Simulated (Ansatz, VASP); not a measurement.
## Two plane-wave programs on SnO2

```
Sn O
1.0
     4.72668    0.00000    0.00000
     0.00000    4.72668    0.00000
     0.00000    0.00000    3.17867
Sn O
2 4
Direct
  0.00000 0.00000 0.00000
  0.50000 0.50000 0.50000
  0.30546 0.30546 0.00000
  0.19454 0.80546 0.50000
  0.69454 0.69454 0.00000
  0.80546 0.19454 0.50000
```

Alike in both runs: functional r2SCAN; k mesh 6 × 6 × 10; occupations fermi-dirac, width 0.02 eV; no spin polarisation.

Ansatz relaxed the structure, and its values are those at the end. VASP's run is a single point on that final structure, the one shown.

```csv
,VASP,Ansatz
version,VASP 6.6.1,Ansatz 0.2.0
potentials or method,"VASP PAW PBE potentials, release 64 (Sn_d, O), cutoff 520 eV",PAW plane waves
valence electrons in the cell,52,52
```

```csv
,VASP,Ansatz,Ansatz less VASP
gap on the k mesh at the Fermi level (eV),2.04,2.03,-0.012
pressure (GPa),5.9,4.5,-1.38
rms of the force components (eV/Å),0.013,0.000,-0.0133
```

VASP's potentials were made for PBE, not for r2SCAN. Ansatz's warnings: stress scf threshold loose.
